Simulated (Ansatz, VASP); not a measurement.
## CuO in VASP and in Ansatz

```
CELL_PARAMETERS angstrom
2.55255 0.00000 0.00000
0.00000 2.55255 0.00000
0.00000 0.00000 2.55255
ATOMIC_POSITIONS crystal
Cu 0.00000 0.00000 0.00000
O 0.50000 0.50000 0.50000
```

Alike in both runs: task single point; functional LDA; k mesh 7 × 7 × 7; occupations gaussian, width 0.05 eV; collinear spin.

```csv
,VASP,Ansatz
version,VASP 6.6.1,Ansatz 0.2.0
potentials or method,"VASP PAW LDA potentials, release 64 (Cu, O), cutoff 600 eV","scalar-relativistic, plane waves, PAW"
valence electrons in the cell,17,25
```

|  | VASP | Ansatz | Ansatz less VASP |
| --- | --- | --- | --- |
| gap on the k mesh at the Fermi level (eV) | none | none | - |
| pressure (GPa) | 1.1 | 3.7 | +2.53 |
| net moment per atom (μB) | 0.00 | 0.48 | +0.482 |
| size of the moment on the site where the two differ most (μB) | 0.00 | 0.51 | +0.512 |

The net moments are unlike, so the other rows may belong to different states. LDA's correlation is that of Perdew and Zunger in VASP and of Perdew and Wang (1992) in Ansatz. Site moments also hang on the region over which each program counts them. A gap of «none» marks a metal or a gap that the smearing closes. VASP's potentials hold 17 valence electrons a cell and Ansatz's 25, so a difference there can come from the potentials and not from the codes.
